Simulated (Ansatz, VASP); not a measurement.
Two plane-wave programs on Ni

Contents of INCAR:

```
SYSTEM = Ni
PREC = Accurate
ENCUT = 600
EDIFF = 1E-6
ISMEAR = -1
SIGMA = 0.05
LREAL = .False.
LASPH = .True.
NELM = 200
ALGO = Normal
ISIF = 2
LWAVE = .False.
LCHARG = .False.
ISPIN = 2
MAGMOM = -0.645 -0.645
LORBIT = 11
LMAXMIX = 4
GGA = B5
ALDAX = 1.0
AGGAX = 1.0
AGGAC = 1.0
ALDAC = 0.0
NBANDS = 21
GGA_COMPAT = .False.
KPAR = 4
```

KPOINTS

```
Automatic mesh
0
Gamma
  17 17 16
  0 0 0
```

File POSCAR:

```
Ni
1.0
   -2.9238869753      2.9225998323      1.2119986029
    2.9225998323     -2.9238869753      1.2119986029
    1.5097355257      1.5097355257     -1.2143560076
Ni
2
Direct
    0.9999769886      0.0000230114      1.0000000000
    0.7500230114      0.2499769886      0.5000000000
```

Input for Ansatz:

```yaml
crystal:
  lattice:
    - [-2.9238869753, 2.9225998323, 1.2119986029]
    - [2.9225998323, -2.9238869753, 1.2119986029]
    - [1.5097355257, 1.5097355257, -1.2143560076]
  atoms:
    - { symbol: Ni, position: [0.9999769886, 2.30114e-05, 1.0], spin: -0.645 }
    - { symbol: Ni, position: [0.7500230114, 0.2499769886, 0.5], spin: -0.645 }
hamiltonian:
  xc: blyp
  pseudopotentials:
    kind: paw
    azcp:
      Ni: "pseudopotentials/Ni.paw.azcp"
basis:
  ecutwfc: 420
  fft_grid_basis: typed
kpoints:
  mp_grid: { grid: [17, 17, 16], shift: [0, 0, 0] }
magnetization:
  spin_polarized: true
scf:
  occupations: { method: fermi_dirac, width: 0.05 }
  lower_state_search: "off"
output:
  stress: true
  write_density: true
  write_potential: true
  elf: true
  volumetric_format: npy
```

Alike in both runs: task single point; functional BLYP; k mesh 17 × 17 × 16; occupations fermi-dirac, width 0.05 eV; collinear spin.

```csv
,VASP,Ansatz
version,VASP 6.6.1,Ansatz 0.2.0
potentials or method,"VASP PAW PBE potentials, release 64 (Ni), cutoff 600 eV","plane waves (420 eV) with PAW, scalar-relativistic"
valence electrons in the cell,20,36
```

```csv
,VASP,Ansatz,Ansatz less VASP
pressure (GPa),16.3,16.5,+0.26
"traceless stress, the component that is largest in VASP (GPa)",-0.50,-0.43,+0.069
net moment per atom (μB),0.56,0.57,+0.011
size of the moment on the site where the two differ most (μB),0.57,0.60,+0.037
```

VASP's potentials were made for PBE, not for BLYP. Site moments also hang on the region over which each program counts them. The functional is the same, so the differences come from potentials, cutoffs and numerics. VASP's potentials hold 20 valence electrons a cell and Ansatz's 36, so a difference there can come from the potentials and not from the codes.
